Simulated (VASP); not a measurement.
# Ti (P6/mmm) in VASP: notebook

The runs below take Ti through single point, with PBE.

Everything below comes from runs of VASP 6.6.1. Logs are shortened: lines on timing, memory, paths and dates and some standing lists are left out, and cuts for length are marked.

### 1 The cell of the first run

It takes space group P6/mmm (No. 191, hexagonal). Conventional cell: a = 4.716 Å, b = 4.716 Å, c = 2.945 Å, α = 90.00°, β = 90.00°, γ = 120.00°. Ti (site symmetry 6/mmm) has 14 Ti at 2.94 to 3.10 Å within 3.9 Å. Ti (site symmetry -6m2) has 11 Ti at 2.72 to 3.10 Å within 3.6 Å.

This isn't the form of Ti at room conditions, which is hcp.

### 2 Single point, PBE

Contents of INCAR:

```
SYSTEM = Ti
PREC = Accurate
ENCUT = 520
EDIFF = 1E-6
ISMEAR = 0
SIGMA = 0.15
LREAL = .False.
LASPH = .True.
NELM = 100
ALGO = Fast
ISIF = 2
LWAVE = .False.
LCHARG = .True.
GGA = PE
LELF = .True.
LVHAR = .True.
NBANDS = 25
```

Contents of KPOINTS:

```
Automatic mesh
0
Gamma
  12 12 14
  0 0 0
```

Contents of POSCAR:

```
Ti
1.0
    4.7165000000      0.0000000000      0.0000000000
   -2.3582500000      4.0846088169      0.0000000000
    0.0000000000      0.0000000000      2.9450000000
Ti
3
Direct
    0.0000000000      0.0000000000      0.0000000000
    0.3333333333      0.6666666667      0.5000000000
    0.6666666667      0.3333333333      0.5000000000
```

Potentials or basis: VASP PAW PBE potentials, release 64 (Ti_sv).

The run is started by

```bash
cat potpaw_PBE.64/Ti_sv/POTCAR > POTCAR
mpirun -np 1 vasp_std > vasp.out
```

OUTCAR:

```text
SYSTEM = Ti
   PREC = Accurate
   ENCUT = 520
   EDIFF = 1E-6
   ISMEAR = 0
   LREAL = .False.
   LASPH = .True.
   NELM = 100
   ISIF = 2
   GGA = PE

 ion  position               nearest neighbor table
   1  0.000  0.000  0.000-
   2  0.333  0.667  0.500-   3 2.72   3 2.72   3 2.72
   3  0.667  0.333  0.500-   2 2.72   2 2.72   2 2.72

  LATTYP: Found a hexagonal cell.
 ALAT       =     4.7165000000
 C/A-ratio  =     0.6244036892

  Lattice vectors:

 A1 = (   4.7165000000,   0.0000000000,   0.0000000000)
 A2 = (  -2.3582500000,   4.0846088169,   0.0000000000)
 A3 = (   0.0000000000,   0.0000000000,   2.9450000000)

Analysis of symmetry for initial positions (statically):
=====================================================================
 Subroutine PRICEL returns:
 Original cell was already a primitive cell.

 Routine SETGRP: Setting up the symmetry group for a
 hexagonal supercell.

 Subroutine GETGRP returns: Found 24 space group operations
 (whereof 24 operations were pure point group operations)
 out of a pool of 24 trial point group operations.

The static configuration has the point symmetry D_6h.

Analysis of symmetry for dynamics (positions and initial velocities):
=====================================================================
 Subroutine PRICEL returns:
 Original cell was already a primitive cell.

 Routine SETGRP: Setting up the symmetry group for a
 hexagonal supercell.

 Subroutine GETGRP returns: Found 24 space group operations
 (whereof 24 operations were pure point group operations)
 out of a pool of 24 trial point group operations.

The dynamic configuration has the point symmetry D_6h.

 Subroutine INISYM returns: Found 24 space group operations
 (whereof 24 operations are pure point group operations),
 and found     1 'primitive' translations

----------------------------------------------------------------------------------------

                                     Primitive cell

  volume of cell :      56.7356

  direct lattice vectors                    reciprocal lattice vectors
     4.716500000  0.000000000  0.000000000     0.212021626  0.122410743  0.000000000
    -2.358250000  4.084608817  0.000000000     0.000000000  0.244821486  0.000000000
     0.000000000  0.000000000  2.945000000     0.000000000  0.000000000  0.339558574

  length of vectors
     4.716500000  4.716500000  2.945000000     0.244821486  0.244821486  0.339558574

  position of ions in fractional coordinates (direct lattice)
     0.000000000  0.000000000  0.000000000
     0.333333333  0.666666667  0.500000000
     0.666666667  0.333333333  0.500000000

  ion indices of the primitive-cell ions
   primitive index   ion index
                 1           1
                 2           2
                 3           3

----------------------------------------------------------------------------------------

 KPOINTS: Automatic mesh

Automatic generation of k-mesh.
 Grid dimensions read from file:
 generate k-points for:   12   12   14

 Generating k-lattice:

  Cartesian coordinates                     Fractional coordinates (reciprocal lattice)
     0.017668469  0.010200895  0.000000000     0.083333333  0.000000000  0.000000000
     0.000000000  0.020401790  0.000000000     0.000000000  0.083333333  0.000000000
     0.000000000  0.000000000  0.024254184     0.000000000  0.000000000  0.071428571

  Length of vectors
     0.020401790  0.020401790  0.024254184

  Shift w.r.t. Gamma in fractional coordinates (k-lattice)
     0.000000000  0.000000000  0.000000000

 Subroutine IBZKPT returns following result:
 ===========================================

 Found    152 irreducible k-points:

 Following reciprocal coordinates:
            Coordinates               Weight
  0.000000  0.000000  0.000000      1.000000
  0.083333 -0.000000  0.000000      6.000000
  0.166667 -0.000000  0.000000      6.000000
  0.250000 -0.000000  0.000000      6.000000
  0.333333 -0.000000  0.000000      6.000000
  0.416667 -0.000000  0.000000      6.000000
[... 16 lines left out ...]
  0.250000 -0.000000  0.071429     12.000000
  0.333333 -0.000000  0.071429     12.000000
 [... further k-points ...]
   k-points           NKPTS =    152   k-points in BZ     NKDIM =    152   number of bands    NBANDS=     25
   number of dos      NEDOS =    301   number of ions     NIONS =      3
   total plane-waves  NPLWV =  31104
   dimension x,y,z NGX =    36 NGY =   36 NGZ =   24
   dimension x,y,z NGXF=    72 NGYF=   72 NGZF=   48
   ions per type =               3
   NGX,Y,Z   is equivalent  to a cutoff of  12.69, 12.69, 13.55 a.u.
   NGXF,Y,Z  is equivalent  to a cutoff of  25.38, 25.38, 27.10 a.u.
 SYSTEM =  Ti
   PREC   = accura    normal or accurate (medium, high low for compatibility)
   ISTART =      0    job   : 0-new  1-cont  2-samecut
   ICHARG =      2    charge: 1-file 2-atom 10-const
   ISPIN  =      1    spin polarized calculation?
   LNONCOLLINEAR =      F non collinear calculations
   LSORBIT =      F    spin-orbit coupling
   LASPH  =      T    aspherical Exc in radial PAW
   ENCUT  =  520.0 eV  38.22 Ry    6.18 a.u.   8.77  8.77  5.48*2*pi/ulx,y,z
   NELM   =    100;   NELMIN=  2; NELMDL= -5     # of ELM steps
   EDIFF  = 0.1E-05   stopping-criterion for ELM
   LREAL  =      F    real-space projection
   EDIFFG = 0.1E-04   stopping-criterion for IOM
   NSW    =      0    number of steps for IOM
   IBRION =     -1    ionic relax: 0-MD 1-quasi-New 2-CG
   NFREE  =      0    steps in history (QN), initial steepest desc. (CG)
   ISIF   =      2    stress and relaxation
   ISYM   =      2    0-nonsym 1-usesym 2-fastsym
   POTIM  = 0.5000    time-step for ionic-motion
   TEBEG  =    0.0;   TEEND  =   0.0 temperature during run
   PSTRESS=    0.0 pullay stress
   NELECT =      36.0000    total number of electrons
   NUPDOWN=      -1.0000    fix difference up-down
   EMIN   =  10.00;   EMAX   =-10.00  energy-range for DOS
   EFERMI =   0.00;   METHOD = LEGACY
   ISMEAR =     0;   SIGMA  =   0.15  broadening in eV -4-tet -1-fermi 0-gaus
   EFERMI_NEDOS =   21; number of points for ismear=-14 and -15
   IALGO  =     68    algorithm
   IMIX   =      4    mixing-type and parameters
     AMIX     =   0.40;   BMIX     =  1.00
     AMIX_MAG =   1.60;   BMIX_MAG =  1.00
  volume/ion in A,a.u.               =      18.91       127.62
  Fermi-wavevector in a.u.,A,eV,Ry     =   1.406772  2.658414 26.926041  1.979008
  Thomas-Fermi vector in A             =   2.529099
   LORBIT       =      0    0 simple, 1 ext, 2 COOP (PROOUT), +10 PAW based schemes
   GGA     = PE    functional components
   LHFCALC =     F    Hartree Fock is set to
   AEXX    =    0.0000 exact exchange contribution
   IVDW    =     0    specifies the selected vdW correction
   LEPSILON=     F    determine dielectric tensor
   LRPA    =     F    only Hartree local field effects (RPA)
 non-spin polarized calculation
 RMM-DIIS sequential band-by-band and
 Gauss-broadening in eV      SIGMA  =   0.15
  energy-cutoff  :      520.00
  volume of cell :       56.74
 maximum number of plane-waves:      1548
 NGX is ok and might be reduce to    36
   NGX = 17   NGY = 17   NGZ = 11

 number of electron      36.0000008 magnetization

 Free energy of the ion-electron system (eV)
  ---------------------------------------------------
  ext. energy  EPLUGINS =         0.00000000
  ---------------------------------------------------
  free energy    TOTEN  =       -23.36741806 eV

  energy without entropy =      -23.33304882  energy(sigma->0) =      -23.35023344

 E-fermi :   7.3567     XC(G=0): -11.1009

 val. band max:        7.3557894820   @ k =   0.0000   0.0000   0.0000
 cond. band min:       7.3581549968   @ k =   0.4167  -0.0000   0.0714
 fundamental gap:      0.0023655148
 Fermi energy:         7.3567167776

 k-point     1 :       0.0000    0.0000    0.0000
  band No.  band energies     occupation
      1     -49.7263      2.00000
      2     -49.4518      2.00000
      3     -49.3310      2.00000
      4     -26.0095      2.00000
      5     -26.0095      2.00000
      6     -25.8429      2.00000
[... 17 lines left out ...]
     24       8.9932      0.00000
     25       9.0370      0.00000

 k-point     2 :       0.0833   -0.0000    0.0000
  band No.  band energies     occupation
      1     -49.7259      2.00000
      2     -49.4503      2.00000
      3     -49.3330      2.00000
      4     -26.0174      2.00000
      5     -26.0151      2.00000
      6     -25.8353      2.00000
[... 17 lines left out ...]
     24       8.7978      0.00000
     25       9.2119      0.00000

 k-point     3 :       0.1667   -0.0000    0.0000
  band No.  band energies     occupation
      1     -49.7249      2.00000
      2     -49.4458      2.00000
      3     -49.3386      2.00000
      4     -26.0361      2.00000
      5     -26.0235      2.00000
      6     -25.8176      2.00000
[... 17 lines left out ...]
     24       8.7356      0.00000
     25       9.4380      0.00000

 k-point     4 :       0.2500   -0.0000    0.0000
  band No.  band energies     occupation
      1     -49.7236      2.00000
      2     -49.4386      2.00000
      3     -49.3473      2.00000
      4     -26.0575      2.00000
      5     -26.0241      2.00000
      6     -25.7976      2.00000
[... 17 lines left out ...]
     24       8.9569      0.00000
     25       9.6597      0.00000
[... 477 lines left out ...]
 k-point    22 :       0.1667   -0.0000    0.0714
  band No.  band energies     occupation
      1     -49.7231      2.00000
      2     -49.4443      2.00000
      3     -49.3370      2.00000
      4     -26.0322      2.00000
      5     -26.0205      2.00000
      6     -25.8169      2.00000
[... 17 lines left out ...]
     24       8.7583      0.00000
     25       9.5029      0.00000

 k-point    23 :       0.2500   -0.0000    0.0714
  band No.  band energies     occupation
      1     -49.7218      2.00000
      2     -49.4370      2.00000
      3     -49.3456      2.00000
      4     -26.0530      2.00000
      5     -26.0215      2.00000
      6     -25.7978      2.00000
[... 17 lines left out ...]
     24       8.9402      0.00000
     25       9.7344      0.00000

 k-point    24 :       0.3333   -0.0000    0.0714
  band No.  band energies     occupation
      1     -49.7206      2.00000
      2     -49.4278      2.00000
      3     -49.3563      2.00000
      4     -26.0710      2.00000
      5     -26.0127      2.00000
      6     -25.7816      2.00000
[... 17 lines left out ...]
     24       9.2065      0.00000
     25       9.6842      0.00000

 [... further k-points ...]

------------------------ aborting loop because EDIFF is reached ----------------------------------------

  FORCE on cell =-STRESS in cart. coord.  units (eV):
  Direction    XX          YY          ZZ          XY          YZ          ZX
  --------------------------------------------------------------------------------------
  -------------------------------------------------------------------------------------
  Total       -3.0929628     -3.0929628     -3.7496978      0.0000000     -0.0000000     -0.0000000
  in kB      -87.3433159    -87.3433159   -105.8890961      0.0000000     -0.0000000     -0.0000000
  external PRESSURE =     -93.5252426 kB  Pullay stress =       0.0000000 kB

 VOLUME and BASIS-vectors are now :
 -----------------------------------------------------------------------------
  energy-cutoff  :      520.00
  volume of cell :       56.74
      direct lattice vectors                 reciprocal lattice vectors
     4.716500000  0.000000000  0.000000000     0.212021626  0.122410743  0.000000000
    -2.358250000  4.084608817  0.000000000     0.000000000  0.244821486  0.000000000
     0.000000000  0.000000000  2.945000000     0.000000000  0.000000000  0.339558574

 POSITION                                       TOTAL-FORCE (eV/Angst)
 -----------------------------------------------------------------------------------
      0.00000      0.00000      0.00000        -0.000000      0.000000     -0.000000
     -0.00000      2.72307      1.47250         0.000000      0.000000      0.000000
      2.35825      1.36154      1.47250         0.000000      0.000000     -0.000000
 -----------------------------------------------------------------------------------
    total drift:                                0.000000      0.000000     -0.000000

  FREE ENERGIE OF THE ION-ELECTRON SYSTEM (eV)
  ---------------------------------------------------
  free  energy   TOTEN  =       -23.3674180567 eV

  energy  without entropy=      -23.3330488239  energy(sigma->0) =      -23.35023344
```

Wall time 5.8 min (1 thread of Intel Xeon Platinum 8488C (Sapphire Rapids), shared host); peak memory 0.29 GiB.

What came out:

```yaml
Free_energy: -23.3674 eV
Pressure: -9.4 GPa
Band_gap_on_the_k_mesh: zero (bands 18 and 19 overlap by 0.25 eV)
```

Stress tensor (GPa, compression positive):
```
 -8.73   0.00   0.00
  0.00  -8.73   0.00
  0.00   0.00 -10.59
```

Caveat: the cell stands under tension.

### 3 Single point, PBE

This run uses another cell than the first one, of 19.20 Å³/atom.

Contents of INCAR:

```
SYSTEM = Ti
  ALGO = Fast
  EDIFF = 1E-6
  ENCUT = 520
  GGA = PE
  ISIF = 2
  ISMEAR = 0
  LASPH = .True.
  LCHARG = .False.
  LREAL = .False.
  LWAVE = .False.
  NBANDS = 25
  NELM = 60
  PREC = Accurate
  SIGMA = 0.15
```

Contents of KPOINTS:

```
k-points
0
Gamma
  12 12 14
  0 0 0
```

Contents of POSCAR:

```
Ti
1.0
    4.5790987804      0.0000000000      0.0000000000
   -2.2895493902      3.9656158702      0.0000000000
    0.0000000000      0.0000000000      3.1716000000
Ti
3
Direct
    0.0000000000      0.0000000000      0.0000000000
    0.3333333333      0.6666666667      0.5000000000
    0.6666666667      0.3333333333      0.5000000000
```

Potentials or basis: VASP PAW PBE potentials, release 64 (Ti_sv).

The run is started by

```bash
cat potpaw_PBE.64/Ti_sv/POTCAR > POTCAR
mpirun -np 1 vasp_std > vasp.out
```

OUTCAR:

```text
SYSTEM = Ti
   EDIFF = 1E-6
   ENCUT = 520
   GGA = PE
   ISIF = 2
   ISMEAR = 0
   LASPH = .True.
   LREAL = .False.
   NELM = 60
   PREC = Accurate

 ion  position               nearest neighbor table
   1  0.000  0.000  0.000-
   2  0.333  0.667  0.500-   3 2.64   3 2.64   3 2.64
   3  0.667  0.333  0.500-   2 2.64   2 2.64   2 2.64

  LATTYP: Found a hexagonal cell.
 ALAT       =     4.5790987804
 C/A-ratio  =     0.6926253728

  Lattice vectors:

 A1 = (   4.5790987804,   0.0000000000,   0.0000000000)
 A2 = (  -2.2895493902,   3.9656158702,   0.0000000000)
 A3 = (   0.0000000000,   0.0000000000,   3.1716000000)

Analysis of symmetry for initial positions (statically):
=====================================================================
 Subroutine PRICEL returns:
 Original cell was already a primitive cell.

 Routine SETGRP: Setting up the symmetry group for a
 hexagonal supercell.

 Subroutine GETGRP returns: Found 24 space group operations
[... 164 lines left out ...]
  ---------------------------------------------------
  free energy    TOTEN  =       -23.09839012 eV

  energy without entropy =      -23.05542581  energy(sigma->0) =      -23.07690796

 E-fermi :   7.2629     XC(G=0): -11.0166

 val. band max:        7.2607584009   @ k =   0.3333   0.1667   0.4286
 cond. band min:       7.2708591809   @ k =   0.2500   0.1667   0.0714
 fundamental gap:      0.0101007800
 Fermi energy:         7.2629233382

 k-point     1 :       0.0000    0.0000    0.0000
  band No.  band energies     occupation
      1     -49.9381      2.00000
      2     -49.5834      2.00000
      3     -49.4141      2.00000
      4     -26.2198      2.00000
      5     -26.2198      2.00000
      6     -26.0214      2.00000
[... 661 lines left out ...]
     24       9.2065      0.00000
     25       9.2236      0.00000

 [... further k-points ...]

------------------------ aborting loop because EDIFF is reached ----------------------------------------

  FORCE on cell =-STRESS in cart. coord.  units (eV):
  Direction    XX          YY          ZZ          XY          YZ          ZX
  --------------------------------------------------------------------------------------
  -------------------------------------------------------------------------------------
  Total       -1.7980747     -1.7980747     -7.0614205      0.0000000      0.0000000     -0.0000000
  in kB      -50.0206403    -50.0206403   -196.4416584      0.0000000      0.0000000     -0.0000000
  external PRESSURE =     -98.8276463 kB  Pullay stress =       0.0000000 kB

 VOLUME and BASIS-vectors are now :
 -----------------------------------------------------------------------------
  energy-cutoff  :      520.00
  volume of cell :       57.59
      direct lattice vectors                 reciprocal lattice vectors
     4.579098780  0.000000000  0.000000000     0.218383583  0.126083821  0.000000000
    -2.289549390  3.965615870  0.000000000     0.000000000  0.252167641  0.000000000
     0.000000000  0.000000000  3.171600000     0.000000000  0.000000000  0.315298272

 POSITION                                       TOTAL-FORCE (eV/Angst)
 -----------------------------------------------------------------------------------
      0.00000      0.00000      0.00000         0.000000      0.000000      0.000000
     -0.00000      2.64374      1.58580        -0.000000      0.000000     -0.000000
      2.28955      1.32187      1.58580         0.000000      0.000000      0.000000
 -----------------------------------------------------------------------------------
    total drift:                                0.000000      0.000000     -0.000000

  FREE ENERGIE OF THE ION-ELECTRON SYSTEM (eV)
  ---------------------------------------------------
  free  energy   TOTEN  =       -23.0983901184 eV

  energy  without entropy=      -23.0554258064  energy(sigma->0) =      -23.07690796
```

stdout:

```text
POSCAR found type information on POSCAR Ti
 POSCAR found :  1 types and       3 ions
 scaLAPACK will be used
 LDA part: xc-table for (Slater+PW92), standard interpolation
 POSCAR, INCAR and KPOINTS ok, starting setup
 FFT: planning ... GRIDC
 FFT: planning ... GRID_SOFT
 FFT: planning ... GRID
 WAVECAR not read
 entering main loop
WARNING in EDDRMM: call to ZHEGV failed, returncode =   8  4     15
WARNING in EDDRMM: call to ZHEGV failed, returncode =   8  4     24
WARNING in EDDRMM: call to ZHEGV failed, returncode =   8  4      6
WARNING in EDDRMM: call to ZHEGV failed, returncode =   8  4      8
WARNING in EDDRMM: call to ZHEGV failed, returncode =   8  4      8
WARNING in EDDRMM: call to ZHEGV failed, returncode =   6  3      4
WARNING in EDDRMM: call to ZHEGV failed, returncode =   8  4     24
WARNING in EDDRMM: call to ZHEGV failed, returncode =   8  4     11
WARNING in EDDRMM: call to ZHEGV failed, returncode =   8  4     24
WARNING in EDDRMM: call to ZHEGV failed, returncode =   8  4     21
WARNING in EDDRMM: call to ZHEGV failed, returncode =   6  3     13
WARNING in EDDRMM: call to ZHEGV failed, returncode =   8  4     21
```

It took 6.4 min on 1 thread of Intel Xeon Platinum 8488C (Sapphire Rapids), shared host; peak memory 0.29 GiB.

Results:

| Item | Value |
| --- | --- |
| Free energy | -23.0984 eV |
| Pressure | -9.9 GPa |
| Band gap on the k mesh | zero (bands 18 and 19 overlap by 0.48 eV) |

Levels at points of the mesh, in eV from the Fermi level:
| k point | band 14 | band 15 | band 16 | band 17 | band 18 | band 19 | band 20 | band 21 | band 22 | band 23 |
| --- | --- | --- | --- | --- | --- | --- | --- | --- | --- | --- |
| (0.00, 0.00, 0.00) | -1.78 | -0.56 | -0.56 | -0.44 | -0.44 | 0.50 | 1.07 | 1.07 | 1.09 | 1.17 |
| (0.50, 0.00, 0.00) | -3.34 | -2.32 | -0.36 | -0.15 | -0.10 | 0.19 | 0.27 | 0.86 | 1.09 | 1.23 |
| (0.00, 0.00, 0.50) | -2.24 | -1.75 | -1.75 | -1.43 | -1.43 | 0.94 | 0.94 | 1.27 | 1.27 | 2.58 |
| (0.50, 0.00, 0.50) | -2.04 | -1.33 | -1.00 | -0.99 | -0.80 | 0.41 | 0.41 | 0.57 | 0.77 | 1.89 |

Caveat: the stress differs along the axes, from -20 to -5 GPa.
